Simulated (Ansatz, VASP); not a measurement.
# Ta2C in VASP and in Ansatz

```
Ta C
1.0
     3.07620    0.00000    0.00000
    -1.53810    2.66407    0.00000
     0.00000    0.00000    4.89046
Ta C
2 1
Direct
  0.33333 0.66667 0.25323
  0.66667 0.33333 0.74677
  0.00000 0.00000 0.00000
```

Alike in both runs: functional LDA; k mesh 15 × 15 × 8; occupations gaussian, width 0.1 eV; no spin polarisation.

Ansatz relaxed the structure, and its values are those at the end. VASP's run is a single point on that final structure, the one shown.

|  | VASP | Ansatz |
| --- | --- | --- |
| version | VASP 6.6.1 | Ansatz 0.2.0 |
| potentials or method | VASP PAW LDA potentials, release 64 (Ta_sv_GW, C), cutoff 600 eV | scalar-relativistic, plane waves, PAW |
| valence electrons in the cell | 30 | 30 |

|  | VASP | Ansatz | Ansatz less VASP |
| --- | --- | --- | --- |
| gap on the k mesh at the Fermi level (eV) | none | none | - |
| pressure (GPa) | 0.9 | 0.0 | -0.90 |
| rms of the force components (eV/Å) | 0.025 | 0.000 | -0.0248 |

LDA's correlation is that of Perdew and Zunger in VASP and of Perdew and Wang (1992) in Ansatz. A gap of «none» marks a metal or a gap that the smearing closes.

Neither program's run includes spin-orbit coupling.
